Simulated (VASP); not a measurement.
Set up this calculation in VASP 6.6.1, as the native input.

```
Task                   : single point
Functional             : PBE
Potentials or basis    : VASP PAW PBE potentials, release 64 (Ag, O)
Cutoff                 : 520 eV
k mesh                 : 18 × 18 × 18
Occupations            : fermi-dirac, width 0.0612256 eV
Spin                   : no spin polarisation
Dipole correction      : no
Further INCAR settings : ALGO = Normal; EDIFF = 1e-06; NBANDS = 18
```

The structure of AgO2 (fluorite type) lies in POSCAR:

```
AgO2
1.0
    0.0000000000      2.6315665838      2.6315665838
    2.6315665838      0.0000000000      2.6315665838
    2.6315665838      2.6315665838      0.0000000000
Ag O
1 2
Direct
    0.0000000000      0.0000000000      0.0000000000
    0.2500000000      0.2500000000      0.2500000000
    0.7500000000      0.7500000000      0.7500000000
```

These files were run (other wordings do the same):

INCAR

```
ALGO = Normal
EDIFF = 1E-6
ENCUT = 520
GGA = PE
ISIF = 2
ISMEAR = -1
LASPH = True
LCHARG = False
LREAL = False
LWAVE = False
NBANDS = 18
NELM = 60
PREC = Accurate
SIGMA = 0.06122561905347299
```

KPOINTS

```
k-points
0
Gamma
  18 18 18
```

Potentials or basis: VASP PAW PBE potentials, release 64 (Ag, O).

Launch:

```bash
$ cat potpaw_PBE.64/Ag/POTCAR potpaw_PBE.64/O/POTCAR > POTCAR
$ mpirun -np 1 vasp_std > vasp.out
```

Results of the run:

```yaml
Pressure: -7.2 GPa
```

Caveat: an odd number of electrons without spin polarisation forces a metal; a magnetic or distorted state may lie lower.

It took 2.3 min on 1 thread of Intel(R) Xeon(R) Platinum 8124M CPU @ 3.00GHz (Skylake/Cascade Lake), on a shared host, peak memory 0.25 GiB.
